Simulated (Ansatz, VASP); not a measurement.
One calculation of Au, two programs

File INCAR:

```
  PREC = Accurate
  ENCUT = 600
  EDIFF = 1E-7
  ISMEAR = 0
  SIGMA = 0.05
  LREAL = F
  LASPH = T
  NELM = 60
  ALGO = Normal
  ISIF = 3
  LWAVE = F
  LCHARG = F
  GGA = CA
  IBRION = 2
  NSW = 80
  EDIFFG = -0.001
```

KPOINTS

```
regular mesh
0
Gamma
  24 24 24
```

POSCAR

```
Au
1.0
    0.0000000000      2.0350000000      2.0350000000
    2.0350000000      0.0000000000      2.0350000000
    2.0350000000      2.0350000000      0.0000000000
Au
1
Direct
    0.0000000000      0.0000000000      0.0000000000
```

Input for Ansatz:

```yaml
crystal:
  lattice:
    - [0.0, 2.035, 2.035]
    - [2.035, 0.0, 2.035]
    - [2.035, 2.035, 0.0]
  atoms:
    - { symbol: Au, position: [0.0, 0.0, 0.0] }
scf:
  occupations: { method: gaussian, width: 0.05 }
output:
  forces: true
  stress: true
  eigenvalues: true
  write_density: true
  write_potential: true
  elf: true
  volumetric_format: npy
hamiltonian:
  xc: lda
relax:
  f_tol: 0.001
  max_steps: 60
  cell: { stress_tol: 0.03 }
kpoints:
  mp_grid: { grid: [24, 24, 24] }
```

Alike in both runs: task relaxation of cell and atoms; functional LDA; k mesh 24 × 24 × 24; occupations gaussian, width 0.05 eV; no spin polarisation.

|  | VASP | Ansatz |
| --- | --- | --- |
| version | VASP 6.6.1 | Ansatz 0.2.0 |
| potentials or method | VASP PAW LDA potentials, release 64 (Au) | scalar-relativistic, plane waves, PAW |
| plane-wave cutoff (eV) | 600 | 420 |
| valence electrons in the cell | 11 | 19 |

```csv
,VASP,Ansatz,Ansatz less VASP
"gap on the k mesh at the Fermi level, each at its own relaxed structure (eV)",none,none,-
relaxed volume (Å³/atom),16.63,16.58,-0.053
relaxed cell length with the largest relative difference (Å),2.865,2.862,-0.0030
```

LDA's correlation is that of Perdew and Zunger in VASP and of Perdew and Wang (1992) in Ansatz. A gap of «none» marks a metal or a gap that the smearing closes. VASP's potentials hold 11 valence electrons a cell and Ansatz's 19, so a difference there can come from the potentials and not from the codes.

Neither program's run includes spin-orbit coupling.
